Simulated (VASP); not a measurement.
# Hf (I4/mmm) in VASP: further runs

Runs on Hf. Level: PBE. Tasks: single point.

All numbers are computed with VASP 6.6.1; they aren't measurements. Logs are shortened: lines on timing, memory, paths and dates and some standing lists are left out, and cuts for length are marked.

## 1. The cell of the first run

It takes space group I4/mmm (No. 139, tetragonal). Conventional cell: a = 3.140 Å, b = 3.140 Å, c = 4.351 Å, α = 90.00°, β = 90.00°, γ = 90.00°. Within 4.1 Å of Hf (site symmetry 4/mmm) lie 12 Hf at 3.11 to 3.14 Å.

## 2. Single point, PBE (zz strain of -2 %)

Input file INCAR:

```
ALGO = Normal
EDIFF = 1E-7
ENCUT = 520
GGA = PE
ISIF = 2
ISMEAR = -1
LASPH = True
LCHARG = True
LELF = True
LREAL = False
LVHAR = True
LWAVE = False
NBANDS = 11
NELM = 100
PREC = Accurate
SIGMA = 0.03
```

Input file KPOINTS:

```
k-points
0
Gamma
  13 13 13
```

Input file POSCAR:

```
Hf
1.0
    0.0000000000      2.2200000000      2.1756000000
    2.2200000000      0.0000000000      2.1756000000
    2.2200000000      2.2200000000      0.0000000000
Hf
1
Direct
    0.0000000000      0.0000000000      0.0000000000
```

Potentials or basis: VASP PAW PBE potentials, release 64 (Hf_pv).

The run is started by

```
> cat potpaw_PBE.64/Hf_pv/POTCAR > POTCAR
> mpirun -np 1 vasp_std > vasp.out
```

OUTCAR:

```text
EDIFF = 1E-7
   ENCUT = 520
   GGA = PE
   ISIF = 2
   ISMEAR = -1
   LASPH = True
   LREAL = False
   NELM = 100
   PREC = Accurate

 ion  position               nearest neighbor table
   1  0.000  0.000  0.000-

  LATTYP: Found a body centered tetragonal cell.
 ALAT       =     3.1395541085
 C/A-ratio  =     1.3859292911

  Lattice vectors:

 A1 = (   0.0000000000,  -2.2200000000,  -2.1756000000)
 A2 = (   0.0000000000,   2.2200000000,  -2.1756000000)
 A3 = (   2.2200000000,   0.0000000000,   2.1756000000)

Analysis of symmetry for initial positions (statically):
=====================================================================
 Subroutine PRICEL returns:
 Original cell was already a primitive cell.

 Routine SETGRP: Setting up the symmetry group for a
 body centered tetragonal supercell.

 Subroutine GETGRP returns: Found 16 space group operations
 (whereof 16 operations were pure point group operations)
 out of a pool of 16 trial point group operations.

The static configuration has the point symmetry D_4h.

Analysis of symmetry for dynamics (positions and initial velocities):
=====================================================================
 Subroutine PRICEL returns:
 Original cell was already a primitive cell.

 Routine SETGRP: Setting up the symmetry group for a
 body centered tetragonal supercell.

 Subroutine GETGRP returns: Found 16 space group operations
 (whereof 16 operations were pure point group operations)
 out of a pool of 16 trial point group operations.

The dynamic configuration has the point symmetry D_4h.

 Subroutine INISYM returns: Found 16 space group operations
 (whereof 16 operations are pure point group operations),
 and found     1 'primitive' translations

----------------------------------------------------------------------------------------

                                     Primitive cell

  volume of cell :      21.4445

  direct lattice vectors                    reciprocal lattice vectors
     0.000000000  2.220000000  2.175600000    -0.225225225  0.225225225  0.229821658
     2.220000000  0.000000000  2.175600000     0.225225225 -0.225225225  0.229821658
     2.220000000  2.220000000  0.000000000     0.225225225  0.225225225 -0.229821658

  length of vectors
     3.108317127  3.108317127  3.139554108     0.392773216  0.392773216  0.392773216

  position of ions in fractional coordinates (direct lattice)
     0.000000000  0.000000000  0.000000000

  ion indices of the primitive-cell ions
   primitive index   ion index
                 1           1

----------------------------------------------------------------------------------------

 KPOINTS: k-points

Automatic generation of k-mesh.
 Grid dimensions read from file:
 generate k-points for:   13   13   13

 Generating k-lattice:

  Cartesian coordinates                     Fractional coordinates (reciprocal lattice)
    -0.017325017  0.017325017  0.017678589     0.076923077 -0.000000000  0.000000000
     0.017325017 -0.017325017  0.017678589    -0.000000000  0.076923077  0.000000000
     0.017325017  0.017325017 -0.017678589     0.000000000  0.000000000  0.076923077

  Length of vectors
     0.030213324  0.030213324  0.030213324

  Shift w.r.t. Gamma in fractional coordinates (k-lattice)
     0.000000000  0.000000000  0.000000000

 Subroutine IBZKPT returns following result:
 ===========================================

 Found    196 irreducible k-points:

 Following reciprocal coordinates:
            Coordinates               Weight
  0.000000  0.000000  0.000000      1.000000
  0.076923  0.000000  0.000000      8.000000
  0.153846 -0.000000  0.000000      8.000000
  0.230769  0.000000  0.000000      8.000000
  0.307692 -0.000000  0.000000      8.000000
  0.384615  0.000000  0.000000      8.000000
[... 16 lines left out ...]
  0.384615  0.153846  0.000000      8.000000
  0.461538  0.153846  0.000000      8.000000
 [... further k-points ...]
   k-points           NKPTS =    196   k-points in BZ     NKDIM =    196   number of bands    NBANDS=     11
   number of dos      NEDOS =    301   number of ions     NIONS =      1
   total plane-waves  NPLWV =  13824
   dimension x,y,z NGX =    24 NGY =   24 NGZ =   24
   dimension x,y,z NGXF=    48 NGYF=   48 NGZF=   48
   ions per type =               1
   NGX,Y,Z   is equivalent  to a cutoff of  12.84, 12.84, 12.71 a.u.
   NGXF,Y,Z  is equivalent  to a cutoff of  25.67, 25.67, 25.42 a.u.
 SYSTEM =  unknown system
   PREC   = accura    normal or accurate (medium, high low for compatibility)
   ISTART =      0    job   : 0-new  1-cont  2-samecut
   ICHARG =      2    charge: 1-file 2-atom 10-const
   ISPIN  =      1    spin polarized calculation?
   LNONCOLLINEAR =      F non collinear calculations
   LSORBIT =      F    spin-orbit coupling
   LASPH  =      T    aspherical Exc in radial PAW
   ENCUT  =  520.0 eV  38.22 Ry    6.18 a.u.   5.78  5.78  5.84*2*pi/ulx,y,z
   NELM   =    100;   NELMIN=  2; NELMDL= -5     # of ELM steps
   EDIFF  = 0.1E-06   stopping-criterion for ELM
   LREAL  =      F    real-space projection
   EDIFFG = 0.1E-05   stopping-criterion for IOM
   NSW    =      0    number of steps for IOM
   IBRION =     -1    ionic relax: 0-MD 1-quasi-New 2-CG
   NFREE  =      0    steps in history (QN), initial steepest desc. (CG)
   ISIF   =      2    stress and relaxation
   ISYM   =      2    0-nonsym 1-usesym 2-fastsym
   POTIM  = 0.5000    time-step for ionic-motion
   TEBEG  =    0.0;   TEEND  =   0.0 temperature during run
   PSTRESS=    0.0 pullay stress
   NELECT =      10.0000    total number of electrons
   NUPDOWN=      -1.0000    fix difference up-down
   EMIN   =  10.00;   EMAX   =-10.00  energy-range for DOS
   EFERMI =   0.00;   METHOD = LEGACY
   ISMEAR =    -1;   SIGMA  =   0.03  broadening in eV -4-tet -1-fermi 0-gaus
   EFERMI_NEDOS =   21; number of points for ismear=-14 and -15
   IALGO  =     38    algorithm
   IMIX   =      4    mixing-type and parameters
     AMIX     =   0.40;   BMIX     =  1.00
     AMIX_MAG =   1.60;   BMIX_MAG =  1.00
  volume/ion in A,a.u.               =      21.44       144.71
  Fermi-wavevector in a.u.,A,eV,Ry     =   1.269511  2.399028 21.927944  1.611658
  Thomas-Fermi vector in A             =   2.402548
   LORBIT       =      0    0 simple, 1 ext, 2 COOP (PROOUT), +10 PAW based schemes
   GGA     = PE    functional components
   LHFCALC =     F    Hartree Fock is set to
   AEXX    =    0.0000 exact exchange contribution
   IVDW    =     0    specifies the selected vdW correction
   LEPSILON=     F    determine dielectric tensor
   LRPA    =     F    only Hartree local field effects (RPA)
 non-spin polarized calculation
  energy-cutoff  :      520.00
  volume of cell :       21.44
 maximum number of plane-waves:       590
   NGX = 11   NGY = 11   NGZ = 11

 number of electron      10.0000001 magnetization

 Free energy of the ion-electron system (eV)
  ---------------------------------------------------
  ext. energy  EPLUGINS =         0.00000000
  ---------------------------------------------------
  free energy    TOTEN  =        -9.83913711 eV

  energy without entropy =       -9.83535539  energy(sigma->0) =       -9.83724625

 E-fermi :   5.0263     XC(G=0): -11.4799

 val. band max:        5.0224797013   @ k =   0.3077  -0.0000   0.0000
 cond. band min:       5.0301469963   @ k =  -0.2308   0.0769   0.0000
 fundamental gap:      0.0076672949
 Fermi energy:         5.0263169701

 k-point     1 :       0.0000    0.0000    0.0000
  band No.  band energies     occupation
      1     -24.8230      2.00000
      2     -24.8213      2.00000
      3     -24.8213      2.00000
      4      -2.3149      2.00000
      5       6.3825      0.00000
      6       6.3825      0.00000
      7       6.6204      0.00000
      8       9.2270      0.00000
      9       9.5730      0.00000
     10      16.5007      0.00000
     11      18.2516      0.00000

 k-point     2 :       0.0769    0.0000    0.0000
  band No.  band energies     occupation
      1     -24.8795      2.00000
      2     -24.8293      2.00000
      3     -24.8288      2.00000
      4      -2.0978      2.00000
      5       6.2175      0.00000
      6       6.4842      0.00000
      7       6.6686      0.00000
      8       9.1225      0.00000
      9       9.4473      0.00000
     10      16.9830      0.00000
     11      18.2508      0.00000

 k-point     3 :       0.1538   -0.0000    0.0000
  band No.  band energies     occupation
      1     -25.0363      2.00000
      2     -24.8512      2.00000
      3     -24.8465      2.00000
      4      -1.4844      2.00000
      5       5.7285      0.00000
      6       6.6957      0.00000
      7       6.8822      0.00000
      8       8.9750      0.00000
      9       9.2297      0.00000
     10      17.8236      0.00000
     11      18.2506      0.00000

 k-point     4 :       0.2308    0.0000    0.0000
  band No.  band energies     occupation
      1     -25.2508      2.00000
      2     -24.8820      2.00000
      3     -24.8714      2.00000
      4      -0.5975      2.00000
      5       5.2341      0.00196
      6       6.7413      0.00000
      7       6.9786      0.00000
      8       9.1923      0.00000
      9       9.3242      0.00000
     10      16.8809      0.00000
     11      18.2533      0.00000

 k-point     5 :       0.3077   -0.0000    0.0000
  band No.  band energies     occupation
      1     -25.4708      2.00000
      2     -24.9144      2.00000
      3     -24.8975      2.00000
      4       0.3287      2.00000
      5       5.0225      1.06387
      6       6.5255      0.00000
      7       6.7961      0.00000
      8       9.9314      0.00000
      9       9.9474      0.00000
     10      15.8950      0.00000
     11      18.2483      0.00000

 k-point     6 :       0.3846    0.0000    0.0000
  band No.  band energies     occupation
      1     -25.6475      2.00000
      2     -24.9410      2.00000
      3     -24.9191      2.00000
      4       0.9836      2.00000
      5       5.2619      0.00078
      6       6.2636      0.00000
      7       6.5400      0.00000
      8      10.8118      0.00000
      9      10.8919      0.00000
     10      15.2457      0.00000
     11      17.7816      0.00000

 k-point     7 :       0.4615    0.0000    0.0000
  band No.  band energies     occupation
      1     -25.7453      2.00000
      2     -24.9560      2.00000
      3     -24.9312      2.00000
      4       1.2524      2.00000
      5       5.6871      0.00000
      6       6.1057      0.00000
      7       6.3800      0.00000
      8      11.4637      0.00000
      9      11.6168      0.00000
     10      14.9862      0.00000
     11      16.3346      0.00000

 k-point     8 :       0.0769    0.0769    0.0000
  band No.  band energies     occupation
      1     -24.8803      2.00000
      2     -24.8422      2.00000
      3     -24.8422      2.00000
      4      -2.0174      2.00000
      5       6.2539      0.00000
      6       6.5511      0.00000
      7       6.5511      0.00000
      8       9.1525      0.00000
      9       9.3390      0.00000
     10      17.1813      0.00000
     11      18.2508      0.00000
[... 141 lines left out ...]
 k-point    19 :      -0.0769    0.0769    0.0000
  band No.  band energies     occupation
      1     -24.9512      2.00000
      2     -24.8641      2.00000
      3     -24.8328      2.00000
      4      -1.7544      2.00000
      5       5.8743      0.00000
      6       6.6458      0.00000
      7       6.8620      0.00000
      8       8.7287      0.00000
      9       9.5272      0.00000
     10      17.6974      0.00000
     11      18.2490      0.00000

 k-point    20 :       0.1538    0.1538    0.0000
  band No.  band energies     occupation
      1     -25.0340      2.00000
      2     -24.8997      2.00000
      3     -24.8997      2.00000
      4      -1.1770      2.00000
      5       5.4042      0.00001
      6       7.0565      0.00000
      7       7.0565      0.00000
      8       8.0885      0.00000
      9       9.6617      0.00000
     10      18.2491      0.00000
     11      18.9565      0.00000

 k-point    21 :       0.2308    0.1538    0.0000
  band No.  band energies     occupation
      1     -25.1753      2.00000
      2     -24.9374      2.00000
      3     -24.9267      2.00000
      4      -0.4911      2.00000
      5       4.9165      1.94979
      6       7.0426      0.00000
      7       7.3472      0.00000
      8       7.9669      0.00000
      9       9.9240      0.00000
     10      18.2453      0.00000
     11      19.0546      0.00000

 k-point    22 :       0.3077    0.1538    0.0000
  band No.  band energies     occupation
      1     -25.3591      2.00000
      2     -24.9730      2.00000
      3     -24.9577      2.00000
      4       0.4025      2.00000
      5       4.5403      2.00000
      6       6.4219      0.00000
      7       7.3811      0.00000
      8       8.8158      0.00000
      9      10.4844      0.00000
     10      17.8653      0.00000
     11      18.2698      0.00000

 k-point    23 :       0.3846    0.1538    0.0000
  band No.  band energies     occupation
      1     -25.5295      2.00000
      2     -24.9985      2.00000
      3     -24.9984      2.00000
      4       1.2707      2.00000
      5       4.4343      2.00000
      6       5.9272      0.00000
      7       7.1783      0.00000
      8       9.9896      0.00000
      9      11.2706      0.00000
     10      16.5729      0.00000
     11      18.2568      0.00000

 k-point    24 :       0.4615    0.1538    0.0000
  band No.  band energies     occupation
      1     -25.6484      2.00000
      2     -25.0411      2.00000
      3     -25.0081      2.00000
      4       1.8293      2.00000
      5       4.5700      2.00000
      6       5.8038      0.00000
      7       6.9347      0.00000
      8      11.2587      0.00000
      9      11.7981      0.00000
     10      15.0918      0.00000
     11      18.2465      0.00000

 [... further k-points ...]
[... 5 lines left out ...]
  --------------------------------------------------------------------------------------
  -------------------------------------------------------------------------------------
  Total        0.6795460      0.6795460      0.7422357      0.0000000      0.0000000      0.0000000
  in kB       50.7708516     50.7708516     55.4545811      0.0000000      0.0000000      0.0000000
  external PRESSURE =      52.3320948 kB  Pullay stress =       0.0000000 kB

 VOLUME and BASIS-vectors are now :
 -----------------------------------------------------------------------------
  energy-cutoff  :      520.00
  volume of cell :       21.44
      direct lattice vectors                 reciprocal lattice vectors
     0.000000000  2.220000000  2.175600000    -0.225225225  0.225225225  0.229821658
     2.220000000  0.000000000  2.175600000     0.225225225 -0.225225225  0.229821658
     2.220000000  2.220000000  0.000000000     0.225225225  0.225225225 -0.229821658

 POSITION                                       TOTAL-FORCE (eV/Angst)
 -----------------------------------------------------------------------------------
      0.00000      0.00000      0.00000         0.000000      0.000000      0.000000
 -----------------------------------------------------------------------------------
    total drift:                                0.000000      0.000000      0.000000

  FREE ENERGIE OF THE ION-ELECTRON SYSTEM (eV)
  ---------------------------------------------------
  free  energy   TOTEN  =        -9.8391371121 eV

  energy  without entropy=       -9.8353553949  energy(sigma->0) =       -9.83724625
```

Wall time 42 s (1 thread of Intel Xeon 8259CL, shared host); peak memory 0.17 GiB.

What came out:

| Item | Value |
| --- | --- |
| Free energy | -9.8391 eV |
| Pressure | 5.2 GPa |
| Band gap on the k mesh | zero (band 5 reaches 6.38 eV, above the bottom of band 6 at 4.41 eV) |

Caveat: the cell differs from its parent crystal (zz strain of -2 %); spin-orbit coupling is left out, which moves the levels of the heavy elements.

(Part 1 of 2 ends here.)
